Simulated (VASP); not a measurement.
# MgFeC4N4 (P-43m) in VASP: notebook

MgFeC4N4 is run at these levels: PBE; tasks: single point.

All numbers are computed with VASP 6.6.1; they aren't measurements. Logs are shortened: lines on timing, memory, paths and dates and some standing lists are left out, and cuts for length are marked.

### 1 The cell of the first run

Symmetry: P-43m, No. 215, cubic system. The conventional cell has a = 6.014 Å, b = 6.014 Å, c = 6.014 Å, α = 90.00°, β = 90.00°, γ = 90.00°. Mg (site symmetry -43m) has 4 N at 2.05 Å within 2.7 Å. Fe (site symmetry -43m) has 4 C at 1.99 Å within 2.6 Å. Within 1.6 Å of C (site symmetry 3m) lie 1 N at 1.17 Å. N (site symmetry 3m) has 1 C at 1.17 Å within 1.6 Å.

### 2 Single point, PBE, collinear spin, ferromagnetic start

INCAR reads:

```
SYSTEM = MgFeC4N4
  ALGO = Normal
  EDIFF = 1E-6
  ENCUT = 520
  GGA = PE
  ISIF = 2
  ISMEAR = 0
  ISPIN = 2
  LASPH = .True.
  LCHARG = .False.
  LMAXMIX = 4
  LORBIT = 11
  LREAL = .False.
  LWAVE = .False.
  MAGMOM = 0 3.03 0 0 0 0 0 0 0 0
  NBANDS = 38
  NELM = 150
  PREC = Accurate
  SIGMA = 0.1
```

KPOINTS reads:

```
k-points
0
Gamma
  6 6 6
  0 0 0
```

POSCAR reads:

```
MgFeC4N4
1.0
    6.0141770794      0.0000000000      0.0000000000
    0.0000000000      6.0141770794      0.0000000000
    0.0000000000      0.0000000000      6.0141770794
Mg Fe C N
1 1 4 4
Direct
    0.5000000000      0.5000000000      0.5000000000
    0.0000000000      0.0000000000      0.0000000000
    0.1913001629      0.1913001629      0.1913001629
    0.1913001629      0.8086998371      0.8086998371
    0.8086998371      0.1913001629      0.8086998371
    0.8086998371      0.8086998371      0.1913001629
    0.3034679195      0.3034679195      0.3034679195
    0.3034679195      0.6965320805      0.6965320805
    0.6965320805      0.3034679195      0.6965320805
    0.6965320805      0.6965320805      0.3034679195
```

Potentials or basis: VASP PAW PBE potentials, release 64 (Mg, Fe, C, N).

Launch:

```bash
cat potpaw_PBE.64/Mg/POTCAR potpaw_PBE.64/Fe/POTCAR potpaw_PBE.64/C/POTCAR potpaw_PBE.64/N/POTCAR > POTCAR
mpirun -np 1 vasp_std > vasp.out
```

OUTCAR:

```text
SYSTEM = MgFeC4N4
   EDIFF = 1E-6
   ENCUT = 520
   GGA = PE
   ISIF = 2
   ISMEAR = 0
   ISPIN = 2
   LASPH = .True.
   LORBIT = 11
   LREAL = .False.
   NELM = 150
   PREC = Accurate

 ion  position               nearest neighbor table
   1  0.500  0.500  0.500-   7 2.05   8 2.05   9 2.05  10 2.05
   2  0.000  0.000  0.000-   3 1.99   4 1.99   5 1.99   6 1.99
   3  0.191  0.191  0.191-   7 1.17   2 1.99
   4  0.191  0.809  0.809-   8 1.17   2 1.99
   5  0.809  0.191  0.809-   9 1.17   2 1.99
   6  0.809  0.809  0.191-  10 1.17   2 1.99
   7  0.303  0.303  0.303-   3 1.17   1 2.05
   8  0.303  0.697  0.697-   4 1.17   1 2.05
   9  0.697  0.303  0.697-   5 1.17   1 2.05
  10  0.697  0.697  0.303-   6 1.17   1 2.05

  LATTYP: Found a simple cubic cell.
 ALAT       =     6.0141770794

  Lattice vectors:

 A1 = (   6.0141770794,   0.0000000000,   0.0000000000)
 A2 = (   0.0000000000,   6.0141770794,   0.0000000000)
 A3 = (   0.0000000000,   0.0000000000,   6.0141770794)

Analysis of symmetry for initial positions (statically):
=====================================================================
 Subroutine PRICEL returns:
 Original cell was already a primitive cell.

 Routine SETGRP: Setting up the symmetry group for a
 simple cubic supercell.

 Subroutine GETGRP returns: Found 24 space group operations
 (whereof 24 operations were pure point group operations)
 out of a pool of 48 trial point group operations.

The static configuration has the point symmetry T_d .

Analysis of symmetry for dynamics (positions and initial velocities):
=====================================================================
 Subroutine PRICEL returns:
 Original cell was already a primitive cell.

 Routine SETGRP: Setting up the symmetry group for a
 simple cubic supercell.

 Subroutine GETGRP returns: Found 24 space group operations
 (whereof 24 operations were pure point group operations)
 out of a pool of 48 trial point group operations.

The dynamic configuration has the point symmetry T_d .

Analysis of structural, dynamic, and magnetic symmetry:
=====================================================================
 Subroutine PRICEL returns:
 Original cell was already a primitive cell.

 Routine SETGRP: Setting up the symmetry group for a
 simple cubic supercell.

 Subroutine GETGRP returns: Found 24 space group operations
 (whereof 24 operations were pure point group operations)
[... 159 lines left out ...]

  energy without entropy =      -78.65049060  energy(sigma->0) =      -78.67760999

 E-fermi :  -1.5429     XC(G=0):  -6.7414

 val. band max:       -1.5468501938   @ k =   0.1667   0.1667   0.0000
 cond. band min:      -1.5339895572   @ k =   0.3333   0.3333   0.1667
 fundamental gap:      0.0128606366
 Fermi energy:        -1.5428590861

 spin component 1

 k-point     1 :       0.0000    0.0000    0.0000
  band No.  band energies     occupation
      1     -19.0616      1.00000
      2     -18.9640      1.00000
      3     -18.9640      1.00000
      4     -18.9640      1.00000
      5      -9.2356      1.00000
      6      -8.1252      1.00000
[... 749 lines left out ...]
     34       5.4994      0.00000
     35       5.4994      0.00000
 Fermi energy:        -1.5428590861

 spin component 2

 k-point     1 :       0.0000    0.0000    0.0000
  band No.  band energies     occupation
      1     -18.9700      1.00000
      2     -18.8728      1.00000
      3     -18.8728      1.00000
      4     -18.8728      1.00000
      5      -9.0534      1.00000
      6      -7.8966      1.00000
[... 749 lines left out ...]
     34       5.6263      0.00000
     35       5.6263      0.00000
 [bands above 35 left out]

------------------------ aborting loop because EDIFF is reached ----------------------------------------

  FORCE on cell =-STRESS in cart. coord.  units (eV):
  Direction    XX          YY          ZZ          XY          YZ          ZX
  --------------------------------------------------------------------------------------
  -------------------------------------------------------------------------------------
  Total        0.5431027      0.5431027      0.5431027      0.0000000     -0.0000000      0.0000000
  in kB        4.0000361      4.0000361      4.0000361      0.0000000     -0.0000000      0.0000000
  external PRESSURE =       4.0000361 kB  Pullay stress =       0.0000000 kB

 VOLUME and BASIS-vectors are now :
 -----------------------------------------------------------------------------
  energy-cutoff  :      520.00
  volume of cell :      217.53
      direct lattice vectors                 reciprocal lattice vectors
     6.014177079  0.000000000  0.000000000     0.166273787  0.000000000  0.000000000
     0.000000000  6.014177079  0.000000000     0.000000000  0.166273787  0.000000000
     0.000000000  0.000000000  6.014177079     0.000000000  0.000000000  0.166273787

 POSITION                                       TOTAL-FORCE (eV/Angst)
 -----------------------------------------------------------------------------------
      3.00709      3.00709      3.00709         0.000000     -0.000000      0.000000
      0.00000      0.00000      0.00000        -0.000000     -0.000000     -0.000000
      1.15051      1.15051      1.15051        -0.203674     -0.203674     -0.203674
      1.15051      4.86366      4.86366        -0.203674      0.203674      0.203674
      4.86366      1.15051      4.86366         0.203674     -0.203674      0.203674
      4.86366      4.86366      1.15051         0.203674      0.203674     -0.203674
      1.82511      1.82511      1.82511         0.231240      0.231240      0.231240
      1.82511      4.18907      4.18907         0.231240     -0.231240     -0.231240
      4.18907      1.82511      4.18907        -0.231240      0.231240     -0.231240
      4.18907      4.18907      1.82511        -0.231240     -0.231240      0.231240
 -----------------------------------------------------------------------------------
    total drift:                                0.000000      0.000000     -0.000000

  FREE ENERGIE OF THE ION-ELECTRON SYSTEM (eV)
  ---------------------------------------------------
  free  energy   TOTEN  =       -78.7047293704 eV

  energy  without entropy=      -78.6504905996  energy(sigma->0) =      -78.67760999

 total charge

# of ion       s       p       d       tot
------------------------------------------
    1        0.144   0.162   0.058   0.363
    2        0.445   0.615   6.019   7.078
    3        0.965   1.625   0.000   2.590
    4        0.965   1.625   0.000   2.590
    5        0.965   1.625   0.000   2.590
    6        0.965   1.625   0.000   2.590
    7        1.308   2.599   0.000   3.907
    8        1.308   2.599   0.000   3.907
    9        1.308   2.599   0.000   3.907
   10        1.308   2.599   0.000   3.907
--------------------------------------------------
tot          9.679  17.675   6.076  33.430

 magnetization (x)

# of ion       s       p       d       tot
------------------------------------------
    1        0.000   0.000   0.001   0.001
    2        0.019   0.134   3.098   3.252
    3        0.007  -0.002   0.000   0.004
    4        0.007  -0.002   0.000   0.004
    5        0.007  -0.002   0.000   0.004
    6        0.007  -0.002   0.000   0.004
    7        0.003   0.059   0.000   0.062
    8        0.003   0.059   0.000   0.062
    9        0.003   0.059   0.000   0.062
   10        0.003   0.059   0.000   0.062
--------------------------------------------------
tot          0.060   0.361   3.099   3.519
```

stdout:

```text
POSCAR found type information on POSCAR MgFeC N
 POSCAR found :  4 types and      10 ions
 scaLAPACK will be used
 LDA part: xc-table for (Slater+PW92), standard interpolation
 POSCAR, INCAR and KPOINTS ok, starting setup
 FFT: planning ... GRIDC
 FFT: planning ... GRID_SOFT
 FFT: planning ... GRID
 WAVECAR not read
 entering main loop
```

Wall time 24 min (1 thread of Intel Xeon 8259CL, shared host); peak memory 0.58 GiB.

Results:

```
Free energy                                           : -78.7047 eV
Pressure                                              : 0.4 GPa
Largest force                                         : 0.401 eV/Å
Band gap on the k mesh                                : zero (filled and empty bands overlap)
Net moment                                            : 4.00 μB per cell
Site moments                                          : Mg +0.00; Fe +3.25; C +0.00; N +0.06 μB
Valence electrons inside the program's atomic spheres : Mg 0.36; Fe 7.08; C 2.59; N 3.91
```

Forces on the atoms (eV/Å):
```
Mg   0.000  0.000  0.000
Fe   0.000  0.000  0.000
C   -0.204 -0.204 -0.204
C   -0.204  0.204  0.204
C    0.204 -0.204  0.204
C    0.204  0.204 -0.204
N    0.231  0.231  0.231
N    0.231 -0.231 -0.231
N   -0.231  0.231 -0.231
N   -0.231 -0.231  0.231
```

Caveat: a cell with one magnetic atom can't hold antiferromagnetic order, which such compounds often take. With open d or f shells a metallic result of PBE can be an artefact of self-interaction; +U or a hybrid may open a gap.

### 3 Single point, PBE, collinear spin, ferromagnetic start

This run uses another cell than the first one, of 21.44 Å³/atom.

INCAR reads:

```
SYSTEM = MgFeC4N4
ALGO = Normal ; EDIFF = 1E-6
ENCUT = 520 ; GGA = PE
ISIF = 2 ; ISMEAR = 0
ISPIN = 2 ; LASPH = .TRUE.
LCHARG = .TRUE. ; LELF = .TRUE.
LMAXMIX = 4 ; LORBIT = 11
LREAL = .FALSE. ; LVHAR = .TRUE.
LWAVE = .FALSE. ; MAGMOM = 0 4 0 0 0 0 0 0 0 0
NBANDS = 38 ; NELM = 150
PREC = Accurate ; SIGMA = 0.1
```

KPOINTS reads:

```
k-points
0
G
  4 4 4
  0 0 0
```

POSCAR reads:

```
MgFeC4N4
1.0
    5.9848128900      0.0000000000      0.0000000000
    0.0000000000      5.9848128900      0.0000000000
    0.0000000000      0.0000000000      5.9848128900
Mg Fe C N
1 1 4 4
Direct
    0.5000000000      0.5000000000      0.5000000000
    0.0000000000      0.0000000000      0.0000000000
    0.1869573600      0.1869573600      0.1869573600
    0.1869573600      0.8130426400      0.8130426400
    0.8130426400      0.1869573600      0.8130426400
    0.8130426400      0.8130426400      0.1869573600
    0.2998263600      0.2998263600      0.2998263600
    0.2998263600      0.7001736400      0.7001736400
    0.7001736400      0.2998263600      0.7001736400
    0.7001736400      0.7001736400      0.2998263600
```

Potentials or basis: VASP PAW PBE potentials, release 64 (Mg, Fe, C, N).

Launch:

```bash
cat potpaw_PBE.64/Mg/POTCAR potpaw_PBE.64/Fe/POTCAR potpaw_PBE.64/C/POTCAR potpaw_PBE.64/N/POTCAR > POTCAR
mpirun -np 1 vasp_std > vasp.out
```

OUTCAR:

```text
SYSTEM = MgFeC4N4
   EDIFF = 1E-6
   ENCUT = 520
   GGA = PE
   ISIF = 2
   ISMEAR = 0
   ISPIN = 2
   LASPH = .TRUE.
   LORBIT = 11
   LREAL = .FALSE.
   NELM = 150
   PREC = Accurate

 ion  position               nearest neighbor table
   1  0.500  0.500  0.500-   7 2.07   8 2.07   9 2.07  10 2.07
   2  0.000  0.000  0.000-   3 1.94   4 1.94   5 1.94   6 1.94
   3  0.187  0.187  0.187-   7 1.17   2 1.94
   4  0.187  0.813  0.813-   8 1.17   2 1.94
   5  0.813  0.187  0.813-   9 1.17   2 1.94
   6  0.813  0.813  0.187-  10 1.17   2 1.94
   7  0.300  0.300  0.300-   3 1.17   1 2.07
   8  0.300  0.700  0.700-   4 1.17   1 2.07
   9  0.700  0.300  0.700-   5 1.17   1 2.07
  10  0.700  0.700  0.300-   6 1.17   1 2.07

  LATTYP: Found a simple cubic cell.
[... 1000 lines left out ...]
      4.19041      1.79440      4.19041        -0.348476      0.348476     -0.348476
      4.19041      4.19041      1.79440        -0.348476     -0.348476      0.348476
 -----------------------------------------------------------------------------------
    total drift:                                0.000000      0.000000      0.000000

  FREE ENERGIE OF THE ION-ELECTRON SYSTEM (eV)
  ---------------------------------------------------
  free  energy   TOTEN  =       -78.6272044037 eV

  energy  without entropy=      -78.5734238999  energy(sigma->0) =      -78.60031415

 total charge

# of ion       s       p       d       tot
------------------------------------------
    1        0.137   0.150   0.052   0.340
    2        0.486   0.702   6.076   7.264
    3        0.966   1.632   0.000   2.598
    4        0.966   1.632   0.000   2.598
    5        0.966   1.632   0.000   2.598
    6        0.966   1.632   0.000   2.598
    7        1.306   2.593   0.000   3.899
    8        1.306   2.593   0.000   3.899
    9        1.306   2.593   0.000   3.899
   10        1.306   2.593   0.000   3.899
--------------------------------------------------
tot          9.712  17.752   6.128  33.592

 magnetization (x)

# of ion       s       p       d       tot
------------------------------------------
    1        0.000   0.000   0.001   0.001
    2        0.018   0.160   2.964   3.142
    3        0.007  -0.006   0.000   0.001
    4        0.007  -0.006   0.000   0.001
    5        0.007  -0.006   0.000   0.001
    6        0.007  -0.006   0.000   0.001
    7        0.004   0.076   0.000   0.080
    8        0.004   0.076   0.000   0.080
    9        0.004   0.076   0.000   0.080
   10        0.004   0.076   0.000   0.080
--------------------------------------------------
tot          0.061   0.441   2.964   3.466
```

Wall time 3.8 min (1 thread of Intel Xeon Platinum 8488C (Sapphire Rapids), shared host); peak memory 0.48 GiB.

What came out:

- Free energy: -78.6272 eV
- Pressure: 0.9 GPa
- Largest force: 0.604 eV/Å
- Band gap on the k mesh: zero (filled and empty bands overlap)
- Net moment: 4.00 μB per cell
- Site moments: Mg +0.00; Fe +3.14; C +0.00; N +0.08 μB
- Valence electrons inside the program's atomic spheres: Mg 0.34; Fe 7.26; C 2.60; N 3.90

Forces on the atoms (eV/Å):
```
Mg   0.000  0.000  0.000
Fe   0.000  0.000  0.000
C    0.131  0.131  0.131
C    0.131 -0.131 -0.131
C   -0.131  0.131 -0.131
C   -0.131 -0.131  0.131
N    0.348  0.348  0.348
N    0.348 -0.348 -0.348
N   -0.348  0.348 -0.348
N   -0.348 -0.348  0.348
```

Caveat: a cell with one magnetic atom can't hold antiferromagnetic order, which such compounds often take. With open d or f shells a metallic result of PBE can be an artefact of self-interaction; +U or a hybrid may open a gap.
